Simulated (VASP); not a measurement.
# MgH2 (P4_2/mnm) in VASP: a series of runs, part 2 of 2

VASP 6.6.1.

### Step 3. Single point, PBE (volume changed by -3%)

Contents of INCAR:

```
ALGO = Normal
EDIFF = 1E-7
ENCUT = 520
GGA = PE
ISIF = 2
ISMEAR = 0
LASPH = True
LCHARG = True
LELF = True
LREAL = False
LVHAR = True
LWAVE = False
NBANDS = 13
NELM = 100
PREC = Accurate
SIGMA = 0.01
```

Contents of KPOINTS:

```
k-points
0
Gamma
  6 6 8
```

Contents of POSCAR:

```
MgH2
1.0
    4.4705403589      0.0000000000      0.0000000000
    0.0000000000      4.4705403589      0.0000000000
    0.0000000000      0.0000000000      2.9822463536
Mg H
2 4
Direct
    0.0000000000      0.0000000000      0.0000000000
    0.5000000000      0.5000000000      0.5000000000
    0.3044145892      0.3044145892      0.0000000000
    0.1955854108      0.8044145892      0.5000000000
    0.8044145892      0.1955854108      0.5000000000
    0.6955854108      0.6955854108      0.0000000000
```

Potentials or basis: VASP PAW PBE potentials, release 64 (Mg, H).

The run is started by

```console
> cat potpaw_PBE.64/Mg/POTCAR potpaw_PBE.64/H/POTCAR > POTCAR
> mpirun -np 1 vasp_std > vasp.out
```

OUTCAR:

```text
EDIFF = 1E-7
   ENCUT = 520
   GGA = PE
   ISIF = 2
   ISMEAR = 0
   LASPH = True
   LREAL = False
   NELM = 100
   PREC = Accurate

 ion  position               nearest neighbor table
   1  0.000  0.000  0.000-   3 1.92   6 1.92   5 1.94   4 1.94   4 1.94   5 1.94   2 3.50   2 3.50
                             2 3.50   2 3.50   2 3.50   2 3.50   2 3.50   2 3.50
   2  0.500  0.500  0.500-   4 1.92   5 1.92   3 1.94   6 1.94   3 1.94   6 1.94   1 3.50   1 3.50
                             1 3.50   1 3.50   1 3.50   1 3.50   1 3.50   1 3.50
   3  0.304  0.304  0.000-   1 1.92   2 1.94   2 1.94
   4  0.196  0.804  0.500-   2 1.92   1 1.94   1 1.94
   5  0.804  0.196  0.500-   2 1.92   1 1.94   1 1.94
   6  0.696  0.696  0.000-   1 1.92   2 1.94   2 1.94

  LATTYP: Found a simple tetragonal cell.
 ALAT       =     4.4705403589
 C/A-ratio  =     0.6670885652

  Lattice vectors:

 A1 = (   4.4705403589,   0.0000000000,   0.0000000000)
 A2 = (   0.0000000000,   4.4705403589,   0.0000000000)
 A3 = (   0.0000000000,   0.0000000000,   2.9822463536)

[... 203 lines left out ...]
     10      11.0275      0.00000
     11      11.9530      0.00000
     12      14.8812      0.00000
     13      14.8812      0.00000
[... 354 lines left out ...]
  band No.  band energies     occupation
      1      -4.5331      2.00000
      2      -4.5331      2.00000
      3      -0.7983      2.00000
      4      -0.7983      2.00000
      5       5.4083      0.00000
      6       5.4083      0.00000
      7       6.9740      0.00000
      8       6.9740      0.00000
      9       8.9476      0.00000
     10       8.9476      0.00000
     11      12.5771      0.00000
     12      12.5771      0.00000
     13      14.1519      0.00000

 [... further k-points ...]

------------------------ aborting loop because EDIFF is reached ----------------------------------------

  FORCE on cell =-STRESS in cart. coord.  units (eV):
  Direction    XX          YY          ZZ          XY          YZ          ZX
  --------------------------------------------------------------------------------------
  -------------------------------------------------------------------------------------
  Total        0.4504190      0.4504190      0.6456834      0.0000000      0.0000000      0.0000000
  in kB       12.1077569     12.1077569     17.3566804      0.0000000      0.0000000      0.0000000
  external PRESSURE =      13.8573981 kB  Pullay stress =       0.0000000 kB

 VOLUME and BASIS-vectors are now :
 -----------------------------------------------------------------------------
  energy-cutoff  :      520.00
  volume of cell :       59.60
      direct lattice vectors                 reciprocal lattice vectors
     4.470540359  0.000000000  0.000000000     0.223686606  0.000000000  0.000000000
     0.000000000  4.470540359  0.000000000     0.000000000  0.223686606  0.000000000
     0.000000000  0.000000000  2.982246354     0.000000000  0.000000000  0.335317704

 POSITION                                       TOTAL-FORCE (eV/Angst)
 -----------------------------------------------------------------------------------
      0.00000      0.00000      0.00000        -0.000000      0.000000     -0.000000
      2.23527      2.23527      1.49112        -0.000000      0.000000     -0.000000
      1.36090      1.36090      0.00000        -0.007894     -0.007894      0.000000
      0.87437      3.59617      1.49112         0.007894     -0.007894      0.000000
      3.59617      0.87437      1.49112        -0.007894      0.007894     -0.000000
      3.10964      3.10964      0.00000         0.007894      0.007894     -0.000000
 -----------------------------------------------------------------------------------
    total drift:                                0.000000     -0.000000     -0.000000

  FREE ENERGIE OF THE ION-ELECTRON SYSTEM (eV)
  ---------------------------------------------------
  free  energy   TOTEN  =       -17.6459060510 eV

  energy  without entropy=      -17.6459060510  energy(sigma->0) =      -17.64590605
```

OSZICAR:

```text
N       E                     dE             d eps       ncg     rms          rms(c)
DAV:   1    -0.122340358691E+01   -0.12234E+01   -0.29866E+03  1316   0.466E+02
DAV:   2    -0.180528777015E+02   -0.16829E+02   -0.15765E+02  1594   0.746E+01
DAV:   3    -0.188899971885E+02   -0.83712E+00   -0.83567E+00  1651   0.149E+01
DAV:   4    -0.188935688917E+02   -0.35717E-02   -0.35716E-02  1515   0.108E+00
DAV:   5    -0.188936073104E+02   -0.38419E-04   -0.38418E-04  1665   0.115E-01    0.660E+00
DAV:   6    -0.179660214658E+02    0.92759E+00   -0.57295E-01  1430   0.315E+00    0.341E+00
DAV:   7    -0.176367797458E+02    0.32924E+00   -0.84144E-01  1460   0.412E+00    0.501E-01
DAV:   8    -0.176463298791E+02   -0.95501E-02   -0.24990E-02  1455   0.804E-01    0.134E-01
DAV:   9    -0.176458821081E+02    0.44777E-03   -0.98631E-04  1685   0.143E-01    0.211E-02
DAV:  10    -0.176459102653E+02   -0.28157E-04   -0.86855E-05  1435   0.496E-02    0.163E-02
DAV:  11    -0.176459059820E+02    0.42833E-05   -0.11637E-05  1625   0.127E-02    0.177E-03
DAV:  12    -0.176459060510E+02   -0.69012E-07   -0.38181E-07  1510   0.354E-03
   1 F= -.17645906E+02 E0= -.17645906E+02  d E =-.172166E-27
```

stdout:

```text
POSCAR found type information on POSCAR MgH
 POSCAR found :  2 types and       6 ions
 scaLAPACK will be used
 LDA part: xc-table for (Slater+PW92), standard interpolation
 POSCAR, INCAR and KPOINTS ok, starting setup
 FFT: planning ... GRIDC
 FFT: planning ... GRID_SOFT
 FFT: planning ... GRID
 WAVECAR not read
 entering main loop
```

Run time: 44 s. Hardware: 1 thread of AMD EPYC 7R13, shared host; peak memory 0.17 GiB.

What came out:

* Free energy: -17.6459 eV
* Pressure: 1.4 GPa
* Largest force: 0.011 eV/Å
* Band gap on the k mesh: 3.87 eV, indirect (least direct gap 4.64 eV)

Forces on the atoms (eV/Å):
```
Mg   0.000  0.000  0.000
Mg   0.000  0.000  0.000
H   -0.008 -0.008  0.000
H    0.008 -0.008  0.000
H   -0.008  0.008  0.000
H    0.008  0.008  0.000
```

Levels at points of the mesh, in eV from the valence-band top:
| k point | band 1 | band 2 | band 3 | band 4 | band 5 | band 6 | band 7 | band 8 |
| --- | --- | --- | --- | --- | --- | --- | --- | --- |
| (0.00, 0.00, 0.00) | -6.57 | -1.48 | -1.48 | -0.44 | 4.71 | 5.13 | 9.30 | 9.30 |
| (0.50, 0.00, 0.00) | -4.92 | -4.92 | -0.52 | -0.52 | 5.39 | 5.39 | 10.20 | 10.20 |
| (0.50, 0.50, 0.00) | -3.82 | -3.82 | -2.80 | -2.80 | 9.21 | 9.21 | 9.32 | 9.32 |
| (0.00, 0.00, 0.50) | -3.07 | -3.07 | -0.08 | -0.08 | 6.48 | 6.48 | 6.88 | 6.88 |
| (0.50, 0.00, 0.50) | -2.31 | -2.31 | -1.10 | -1.10 | 5.24 | 5.24 | 6.92 | 6.92 |
| (0.50, 0.50, 0.50) | -1.91 | -1.91 | -0.97 | -0.97 | 3.95 | 3.95 | 4.19 | 4.19 |

 A k mesh can miss the band edges.
